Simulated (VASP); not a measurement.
A run of VASP 6.6.1:

File INCAR:

```
SYSTEM = Ir
AGGAC = 1.0
AGGAX = 1.0
ALDAC = 0.0
ALDAX = 1.0
ALGO = Normal
EDIFF = 1E-6
ENCUT = 520
GGA = B5
ISIF = 2
ISMEAR = -1
LASPH = .TRUE.
LCHARG = .FALSE.
LREAL = .FALSE.
LWAVE = .FALSE.
NBANDS = 46
NELM = 60
PREC = Accurate
SIGMA = 0.1
```

File KPOINTS:

```
k-points
0
G
  7 7 7
  0 0 0
```

Contents of POSCAR:

```
Ir
1.0
    5.0322022511      0.0000000000      0.0000000000
    0.0000000000      5.0322022511      0.0000000000
    0.0000000000      0.0000000000      5.0322022511
Ir
8
Direct
    1.0000000000      1.0000000000      1.0000000000
    0.5000000000      0.5000000000      0.5000000000
    0.2500000000      1.0000000000      0.5000000000
    0.7500000000      0.0000000000      0.5000000000
    0.5000000000      0.2500000000      0.0000000000
    0.5000000000      0.7500000000      1.0000000000
    0.0000000000      0.5000000000      0.2500000000
    0.0000000000      0.5000000000      0.7500000000
```

Potentials or basis: VASP PAW PBE potentials, release 64 (Ir).

Command:

```sh
$ cat potpaw_PBE.64/Ir/POTCAR > POTCAR
$ mpirun -np 1 vasp_std > vasp.out
```

Hardware: 1 thread of Intel Xeon 8259CL (shared host).

**Question.** How long does it take, and how much memory?

**Answer.** Wall time 4.4 min on 1 thread of Intel Xeon 8259CL, with other jobs on the host, peak memory 0.28 GiB. Counts: scf iterations 14, k points 20.
